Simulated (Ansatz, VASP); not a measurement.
# Sr: VASP beside Ansatz

```
CELL_PARAMETERS angstrom
4.22795 0.00000 0.00000
-2.11398 3.66151 0.00000
0.00000 0.00000 14.66798
ATOMIC_POSITIONS crystal
Sr 0.00000 0.00000 0.02679
Sr 0.33333 0.66667 0.22321
Sr 0.00000 0.00000 0.52679
Sr 0.66667 0.33333 0.72321
```

Alike in both runs: task single point; functional PBE; k mesh 6 × 6 × 2; occupations gaussian, width 0.1 eV; no spin polarisation.

```csv
,VASP,Ansatz
version,VASP 6.6.1,Ansatz 0.2.0
potentials or method,"VASP PAW PBE potentials, release 64 (Sr_sv), cutoff 520 eV","scalar-relativistic, plane waves, PAW"
valence electrons in the cell,40,40
```

|  | VASP | Ansatz | Ansatz less VASP |
| --- | --- | --- | --- |
| gap on the k mesh at the Fermi level (eV) | none | none | - |
| pressure (GPa) | 1.0 | 1.0 | -0.01 |
| traceless stress, the component that is largest in VASP (GPa) | 0.40 | 0.40 | +0.001 |
| rms of the force components (eV/Å) | 0.559 | 0.556 | -0.0022 |

Atom by atom the forces differ by 0.002 eV/Å (rms over components). A gap of «none» marks a metal or a gap that the smearing closes.
